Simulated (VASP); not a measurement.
# As (P6/mmm) in VASP: a series of runs

The runs below take As through single point, relaxation of cell and atoms, with PBE.

Everything below comes from runs of VASP 6.6.1. Logs are shortened: lines on timing, memory, paths and dates and some standing lists are left out, and cuts for length are marked.

**1. The cell of the first run**

It takes space group P6/mmm (No. 191, hexagonal). Conventional cell: a = 4.301 Å, b = 4.301 Å, c = 2.572 Å, α = 90.00°, β = 90.00°, γ = 120.00°. Within 3.4 Å of As (site symmetry 6/mmm) lie 14 As at 2.57 to 2.80 Å. Within 3.3 Å of As (site symmetry -6m2) lie 11 As at 2.48 to 2.80 Å.

**2. Single point, PBE**

Input file INCAR:

```
SYSTEM = As
PREC = Accurate
ENCUT = 520
EDIFF = 1E-7
ISMEAR = -1
SIGMA = 0.08
LREAL = .False.
LASPH = .True.
NELM = 80
ALGO = Normal
ISIF = 2
LWAVE = .False.
LCHARG = .False.
GGA = PE
NBANDS = 14
```

Input file KPOINTS:

```
Automatic mesh
0
Gamma
  9 9 12
  0 0 0
```

Input file POSCAR:

```
As
1.0
    4.3010971191      0.0000000000      0.0000000000
   -2.1505485596      3.7248593693      0.0000000000
    0.0000000000      0.0000000000      2.5719009519
As
3
Direct
    0.0000000000      0.0000000000      0.0000000000
    0.3333333333      0.6666666667      0.5000000000
    0.6666666667      0.3333333333      0.5000000000
```

Potentials or basis: VASP PAW PBE potentials, release 64 (As).

On the command line:

```bash
cat potpaw_PBE.64/As/POTCAR > POTCAR
mpirun -np 1 vasp_std > vasp.out
```

OUTCAR:

```text
SYSTEM = As
   PREC = Accurate
   ENCUT = 520
   EDIFF = 1E-7
   ISMEAR = -1
   LREAL = .False.
   LASPH = .True.
   NELM = 80
   ISIF = 2
   GGA = PE

 ion  position               nearest neighbor table
   1  0.000  0.000  0.000-   2 2.80   3 2.80   2 2.80   3 2.80   3 2.80   3 2.80   2 2.80   2 2.80
                             3 2.80   3 2.80   2 2.80   2 2.80
   2  0.333  0.667  0.500-   3 2.48   3 2.48   3 2.48   1 2.80   1 2.80   1 2.80   1 2.80   1 2.80
                             1 2.80
   3  0.667  0.333  0.500-   2 2.48   2 2.48   2 2.48   1 2.80   1 2.80   1 2.80   1 2.80   1 2.80
                             1 2.80

  LATTYP: Found a hexagonal cell.
 ALAT       =     4.3010971191
 C/A-ratio  =     0.5979639335

  Lattice vectors:

 A1 = (   4.3010971191,   0.0000000000,   0.0000000000)
 A2 = (  -2.1505485596,   3.7248593693,   0.0000000000)
 A3 = (   0.0000000000,   0.0000000000,   2.5719009519)

Analysis of symmetry for initial positions (statically):
=====================================================================
 Subroutine PRICEL returns:
 Original cell was already a primitive cell.

 Routine SETGRP: Setting up the symmetry group for a
 hexagonal supercell.

 Subroutine GETGRP returns: Found 24 space group operations
 (whereof 24 operations were pure point group operations)
 out of a pool of 24 trial point group operations.

The static configuration has the point symmetry D_6h.

Analysis of symmetry for dynamics (positions and initial velocities):
=====================================================================
 Subroutine PRICEL returns:
 Original cell was already a primitive cell.

 Routine SETGRP: Setting up the symmetry group for a
 hexagonal supercell.

 Subroutine GETGRP returns: Found 24 space group operations
 (whereof 24 operations were pure point group operations)
 out of a pool of 24 trial point group operations.

The dynamic configuration has the point symmetry D_6h.

 Subroutine INISYM returns: Found 24 space group operations
 (whereof 24 operations are pure point group operations),
 and found     1 'primitive' translations

----------------------------------------------------------------------------------------

                                     Primitive cell

  volume of cell :      41.2044

  direct lattice vectors                    reciprocal lattice vectors
     4.301097119  0.000000000  0.000000000     0.232498819  0.134233256  0.000000000
    -2.150548560  3.724859369  0.000000000     0.000000000  0.268466511  0.000000000
     0.000000000  0.000000000  2.571900952     0.000000000  0.000000000  0.388817462

  length of vectors
     4.301097119  4.301097119  2.571900952     0.268466511  0.268466511  0.388817462

  position of ions in fractional coordinates (direct lattice)
     0.000000000  0.000000000  0.000000000
     0.333333333  0.666666667  0.500000000
     0.666666667  0.333333333  0.500000000

  ion indices of the primitive-cell ions
   primitive index   ion index
                 1           1
                 2           2
                 3           3

----------------------------------------------------------------------------------------

 KPOINTS: Automatic mesh

Automatic generation of k-mesh.
 Grid dimensions read from file:
 generate k-points for:    9    9   12

 Generating k-lattice:

  Cartesian coordinates                     Fractional coordinates (reciprocal lattice)
     0.025833202  0.014914806  0.000000000     0.111111111  0.000000000  0.000000000
     0.000000000  0.029829612  0.000000000     0.000000000  0.111111111  0.000000000
     0.000000000  0.000000000  0.032401455     0.000000000  0.000000000  0.083333333

  Length of vectors
     0.029829612  0.029829612  0.032401455

  Shift w.r.t. Gamma in fractional coordinates (k-lattice)
     0.000000000  0.000000000  0.000000000

 Subroutine IBZKPT returns following result:
 ===========================================

 Found     84 irreducible k-points:

 Following reciprocal coordinates:
            Coordinates               Weight
  0.000000  0.000000  0.000000      1.000000
  0.111111 -0.000000  0.000000      6.000000
  0.222222  0.000000  0.000000      6.000000
  0.333333 -0.000000  0.000000      6.000000
  0.444444  0.000000  0.000000      6.000000
  0.111111  0.111111  0.000000      6.000000
[... 16 lines left out ...]
  0.333333  0.222222  0.083333     24.000000
  0.333333  0.333333  0.083333      4.000000
 [... further k-points ...]
   k-points           NKPTS =     84   k-points in BZ     NKDIM =     84   number of bands    NBANDS=     14
   number of dos      NEDOS =    301   number of ions     NIONS =      3
   total plane-waves  NPLWV =  20480
   dimension x,y,z NGX =    32 NGY =   32 NGZ =   20
   dimension x,y,z NGXF=    64 NGYF=   64 NGZF=   40
   ions per type =               3
   NGX,Y,Z   is equivalent  to a cutoff of  12.37, 12.37, 12.93 a.u.
   NGXF,Y,Z  is equivalent  to a cutoff of  24.74, 24.74, 25.86 a.u.
 SYSTEM =  As
   PREC   = accura    normal or accurate (medium, high low for compatibility)
   ISTART =      0    job   : 0-new  1-cont  2-samecut
   ICHARG =      2    charge: 1-file 2-atom 10-const
   ISPIN  =      1    spin polarized calculation?
   LNONCOLLINEAR =      F non collinear calculations
   LSORBIT =      F    spin-orbit coupling
   LASPH  =      T    aspherical Exc in radial PAW
   ENCUT  =  520.0 eV  38.22 Ry    6.18 a.u.   8.00  8.00  4.78*2*pi/ulx,y,z
   NELM   =     80;   NELMIN=  2; NELMDL= -5     # of ELM steps
   EDIFF  = 0.1E-06   stopping-criterion for ELM
   LREAL  =      F    real-space projection
   EDIFFG = 0.1E-05   stopping-criterion for IOM
   NSW    =      0    number of steps for IOM
   IBRION =     -1    ionic relax: 0-MD 1-quasi-New 2-CG
   NFREE  =      0    steps in history (QN), initial steepest desc. (CG)
   ISIF   =      2    stress and relaxation
   ISYM   =      2    0-nonsym 1-usesym 2-fastsym
   POTIM  = 0.5000    time-step for ionic-motion
   TEBEG  =    0.0;   TEEND  =   0.0 temperature during run
   PSTRESS=    0.0 pullay stress
   NELECT =      15.0000    total number of electrons
   NUPDOWN=      -1.0000    fix difference up-down
   EMIN   =  10.00;   EMAX   =-10.00  energy-range for DOS
   EFERMI =   0.00;   METHOD = LEGACY
   ISMEAR =    -1;   SIGMA  =   0.08  broadening in eV -4-tet -1-fermi 0-gaus
   EFERMI_NEDOS =   21; number of points for ismear=-14 and -15
   IALGO  =     38    algorithm
   IMIX   =      4    mixing-type and parameters
     AMIX     =   0.40;   BMIX     =  1.00
     AMIX_MAG =   1.60;   BMIX_MAG =  1.00
  volume/ion in A,a.u.               =      13.73        92.69
  Fermi-wavevector in a.u.,A,eV,Ry     =   1.168936  2.208969 18.591161  1.366412
  Thomas-Fermi vector in A             =   2.305416
   LORBIT       =      0    0 simple, 1 ext, 2 COOP (PROOUT), +10 PAW based schemes
   GGA     = PE    functional components
   LHFCALC =     F    Hartree Fock is set to
   AEXX    =    0.0000 exact exchange contribution
   IVDW    =     0    specifies the selected vdW correction
   LEPSILON=     F    determine dielectric tensor
   LRPA    =     F    only Hartree local field effects (RPA)
 non-spin polarized calculation
  energy-cutoff  :      520.00
  volume of cell :       41.20
 maximum number of plane-waves:      1125
 NGX is ok and might be reduce to    32
   NGX = 15   NGY = 15   NGZ =  9

 number of electron      15.0000000 magnetization

 Free energy of the ion-electron system (eV)
  ---------------------------------------------------
  ext. energy  EPLUGINS =         0.00000000
  ---------------------------------------------------
  free energy    TOTEN  =       -10.52471220 eV

  energy without entropy =      -10.49812819  energy(sigma->0) =      -10.51142020

 E-fermi :  10.8702     XC(G=0): -12.2599

 val. band max:       10.8678681446   @ k =   0.1111  -0.0000   0.3333
 cond. band min:      10.8897662456   @ k =   0.4444   0.0000   0.3333
 fundamental gap:      0.0218981010
 Fermi energy:        10.8701641778

 k-point     1 :       0.0000    0.0000    0.0000
  band No.  band energies     occupation
      1      -7.8378      2.00000
      2       1.0199      2.00000
      3       1.1829      2.00000
      4       4.0717      2.00000
      5       4.0717      2.00000
      6       4.4162      2.00000
      7       4.4162      2.00000
      8      13.3930      0.00000
      9      17.8398      0.00000
     10      19.7592      0.00000
     11      19.7592      0.00000
     12      20.3326      0.00000
     13      20.3849      0.00000
     14      25.4231      0.00000

 k-point     2 :       0.1111   -0.0000    0.0000
  band No.  band energies     occupation
      1      -7.7046      2.00000
      2       0.2435      2.00000
      3       0.6573      2.00000
      4       3.1385      2.00000
      5       4.1232      2.00000
      6       5.6065      2.00000
      7       6.1638      2.00000
      8      13.5270      0.00000
      9      17.8792      0.00000
     10      18.7191      0.00000
     11      19.2303      0.00000
     12      20.0089      0.00000
     13      20.1354      0.00000
     14      24.8529      0.00000

 k-point     3 :       0.2222    0.0000    0.0000
  band No.  band energies     occupation
      1      -7.3050      2.00000
      2      -1.4369      2.00000
      3       0.0396      2.00000
      4       2.3170      2.00000
      5       5.3544      2.00000
      6       7.1964      2.00000
      7       8.6995      2.00000
      8      13.9260      0.00000
      9      16.2665      0.00000
     10      17.6807      0.00000
     11      18.3869      0.00000
     12      19.0425      0.00000
     13      19.7066      0.00000
     14      23.4747      0.00000

 k-point     4 :       0.3333   -0.0000    0.0000
  band No.  band energies     occupation
      1      -6.6396      2.00000
      2      -3.0811      2.00000
      3      -0.4148      2.00000
      4       1.7637      2.00000
      5       7.0611      2.00000
      6       9.0192      2.00000
      7      11.4277      0.00188
      8      13.7795      0.00000
      9      14.5801      0.00000
     10      15.5399      0.00000
     11      17.7999      0.00000
     12      18.9138      0.00000
     13      19.3380      0.00000
     14      21.9910      0.00000

 k-point     5 :       0.4444    0.0000    0.0000
  band No.  band energies     occupation
      1      -5.7114      2.00000
      2      -4.5160      2.00000
      3      -0.6491      2.00000
      4       1.4857      2.00000
      5       9.0649      2.00000
      6      11.0398      0.21418
      7      11.3440      0.00534
      8      13.2752      0.00000
      9      13.8306      0.00000
     10      15.4703      0.00000
     11      16.5654      0.00000
[... 276 lines left out ...]
 k-point    22 :       0.2222    0.2222    0.0833
  band No.  band energies     occupation
      1      -6.0854      2.00000
      2      -2.5922      2.00000
      3      -2.5026      2.00000
      4       4.7844      2.00000
      5       5.1000      2.00000
      6      11.6965      0.00007
      7      11.7358      0.00004
      8      11.9636      0.00000
      9      13.3225      0.00000
     10      15.9172      0.00000
     11      16.3075      0.00000
     12      17.3214      0.00000
     13      21.0615      0.00000
     14      21.7940      0.00000

 k-point    23 :       0.3333    0.2222    0.0833
  band No.  band energies     occupation
      1      -5.1594      2.00000
      2      -3.9701      2.00000
      3      -2.8028      2.00000
      4       4.6921      2.00000
      5       6.9858      2.00000
      6       9.2919      2.00000
      7      13.1784      0.00000
      8      13.7504      0.00000
      9      14.5556      0.00000
     10      15.3071      0.00000
     11      15.6521      0.00000
     12      16.5061      0.00000
     13      20.3587      0.00000
     14      21.2938      0.00000

 k-point    24 :       0.3333    0.3333    0.0833
  band No.  band energies     occupation
      1      -4.1574      2.00000
      2      -4.1574      2.00000
      3      -3.9903      2.00000
      4       6.5474      2.00000
      5       7.0471      2.00000
      6       7.0471      2.00000
      7      14.0176      0.00000
      8      14.0176      0.00000
      9      14.9520      0.00000
     10      15.8847      0.00000
     11      16.1228      0.00000
     12      16.1228      0.00000
     13      20.2578      0.00000
     14      20.3307      0.00000

 [... further k-points ...]
[... 5 lines left out ...]
  --------------------------------------------------------------------------------------
  -------------------------------------------------------------------------------------
  Total       14.6976736     14.6976736     14.6894972     -0.0000000      0.0000000      0.0000000
  in kB      571.4994431    571.4994431    571.1815145     -0.0000000      0.0000000      0.0000000
  external PRESSURE =     571.3934669 kB  Pullay stress =       0.0000000 kB

 VOLUME and BASIS-vectors are now :
 -----------------------------------------------------------------------------
  energy-cutoff  :      520.00
  volume of cell :       41.20
      direct lattice vectors                 reciprocal lattice vectors
     4.301097119  0.000000000  0.000000000     0.232498819  0.134233256  0.000000000
    -2.150548560  3.724859369  0.000000000     0.000000000  0.268466511  0.000000000
     0.000000000  0.000000000  2.571900952     0.000000000  0.000000000  0.388817462

 POSITION                                       TOTAL-FORCE (eV/Angst)
 -----------------------------------------------------------------------------------
      0.00000      0.00000      0.00000        -0.000000      0.000000      0.000000
     -0.00000      2.48324      1.28595        -0.000000      0.000000      0.000000
      2.15055      1.24162      1.28595         0.000000     -0.000000      0.000000
 -----------------------------------------------------------------------------------
    total drift:                               -0.000000      0.000000      0.000000

  FREE ENERGIE OF THE ION-ELECTRON SYSTEM (eV)
  ---------------------------------------------------
  free  energy   TOTEN  =       -10.5247122023 eV

  energy  without entropy=      -10.4981281937  energy(sigma->0) =      -10.51142020
```

Run time: 13 s. Hardware: 1 thread of Intel Xeon 6975P-C (Granite Rapids), shared host; peak memory 0.17 GiB.

Results:

```yaml
Free_energy: -10.5247 eV
Pressure: 57.1 GPa
```

[end of part 1 of 2]
